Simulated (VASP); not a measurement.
Wanted: the native input for a VASP 6.6.1 run.

- Task: single point
- Functional: PBE
- Potentials or basis: VASP PAW PBE potentials, release 64 (Pd)
- Cutoff: 520 eV
- k mesh: 11 × 11 × 11
- Occupations: fermi-dirac, width 0.1 eV
- Spin: no spin polarisation
- Dipole correction: no
- Further INCAR settings: ALGO = Normal; EDIFF = 1e-07; NBANDS = 17

The structure of Pd lies in POSCAR:

```
Pd
1.0
    0.0000000000      2.8257960434      2.8257960434
    2.8257960434      0.0000000000      2.8257960434
    2.8257960434      2.8257960434      0.0000000000
Pd
2
Direct
    0.1250000000      0.1250000000      0.1250000000
    0.8750000000      0.8750000000      0.8750000000
```

This cell differs from its parent crystal: volume scaled by 0.92.

The input as run:

INCAR

```
PREC = Accurate ; ENCUT = 520
EDIFF = 1E-7 ; ISMEAR = -1
SIGMA = 0.1 ; LREAL = False
LASPH = True ; NELM = 100
ALGO = Normal ; ISIF = 2
LWAVE = False ; LCHARG = True
GGA = PE ; LELF = True
LVHAR = True ; NBANDS = 17
```

KPOINTS

```
Automatic mesh
0
Gamma
  11 11 11
```

Potentials or basis: VASP PAW PBE potentials, release 64 (Pd).

Command:

```console
$ cat potpaw_PBE.64/Pd/POTCAR > POTCAR
$ mpirun -np 1 vasp_std > vasp.out
```

It gave:

- Pressure: 6.4 GPa
- Band gap on the k mesh: zero (band 10 reaches 4.88 eV, above the bottom of band 11 at 4.42 eV)

It took 24 s on 1 thread of AMD EPYC 9R45 96-Core Processor (Zen 5), on a shared host, peak memory 0.15 GiB.
